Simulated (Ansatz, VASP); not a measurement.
Pt: VASP beside Ansatz

Contents of INCAR:

```
PREC = Accurate
ENCUT = 520
EDIFF = 1E-6
ISMEAR = -1
SIGMA = 0.1
LREAL = False
LASPH = True
NELM = 150
ALGO = Normal
ISIF = 2
LWAVE = False
LCHARG = False
MAGMOM = 0 0 0
LORBIT = 11
LSORBIT = True
GGA_COMPAT = False
LORBMOM = True
LMAXMIX = 4
GGA = CA
NBANDS = 21
```

The input KPOINTS:

```
Automatic mesh
0
Gamma
  14 14 14
```

Contents of POSCAR:

```
Pt
1.0
   -1.5514802714      1.5514802714      1.5514802714
    1.5514802714     -1.5514802714      1.5514802714
    1.5514802714      1.5514802714     -1.5514802714
Pt
1
Direct
    0.0000000000      0.0000000000      0.0000000000
```

Input for Ansatz:

```yaml
crystal:
  lattice:
    - [-1.5514802714, 1.5514802714, 1.5514802714]
    - [1.5514802714, -1.5514802714, 1.5514802714]
    - [1.5514802714, 1.5514802714, -1.5514802714]
  atoms:
    - { symbol: Pt, position: [0.0, 0.0, 0.0] }
hamiltonian:
  xc: lda
  pseudopotentials:
    kind: paw_fr
    azcp:
      Pt: "pseudopotentials/Pt.paw.azcp"
basis:
  ecutwfc: 420
  fft_grid_basis: typed
kpoints:
  mp_grid: { grid: [14, 14, 14], shift: [0, 0, 0] }
magnetization:
  noncollinear: true
  spin_orbit: true
scf:
  occupations: { method: fermi_dirac, width: 0.1 }
```

Alike in both runs: task single point; functional LDA; k mesh 14 × 14 × 14; occupations fermi-dirac, width 0.1 eV; non-collinear spin, spin-orbit coupling.

```csv
,VASP,Ansatz
version,VASP 6.6.1,Ansatz 0.2.0
potentials or method,"VASP PAW LDA potentials, release 64 (Pt), cutoff 520 eV","plane waves (420 eV) with PAW, fully relativistic with spin-orbit coupling"
valence electrons in the cell,10,18
```

```tsv
	VASP	Ansatz	Ansatz less VASP
net moment per atom (μB)	0.00	0.00	0.000
```

Ansatz warns that its potentials were made for another functional, while VASP's fit it. LDA's correlation is that of Perdew and Zunger in VASP and of Perdew and Wang (1992) in Ansatz. VASP's potentials hold 10 valence electrons a cell and Ansatz's 18, so a difference there can come from the potentials and not from the codes.
